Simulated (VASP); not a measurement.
Here is a VASP 6.6.1 calculation.

File INCAR:

```
SYSTEM = La
  ALGO = Normal
  EDIFF = 1E-6
  ENCUT = 520
  GGA = CA
  ISIF = 2
  ISMEAR = -1
  LASPH = .True.
  LCHARG = .False.
  LREAL = .False.
  LWAVE = .False.
  NBANDS = 18
  NELM = 60
  PREC = Accurate
  SIGMA = 0.05
```

File KPOINTS:

```
k-points
0
Gamma
  11 11 6
  0 0 0
```

File POSCAR:

```
La
1.0
    3.7624606208      0.0000000000      0.0000000000
   -1.8812303104      3.2583864783      0.0000000000
    0.0000000000      0.0000000000      6.0901662611
La
2
Direct
    0.3333333333      0.6666666667      0.2500000000
    0.6666666667      0.3333333333      0.7500000000
```

Potentials or basis: VASP PAW LDA potentials, release 64 (La).

Run with:

```bash
$ cat potpaw_LDA.64/La/POTCAR > POTCAR
$ mpirun -np 1 vasp_std > vasp.out
```

(1) Estimate the pressure.

(2) Estimate the band gap on the k mesh.

## Answers

(1) -3.3 GPa.

(2) zero (bands 11 and 12 overlap by 1.36 eV).

Caveat: the cell stands under tension; spin-orbit coupling is left out, which moves the levels of the heavy elements.
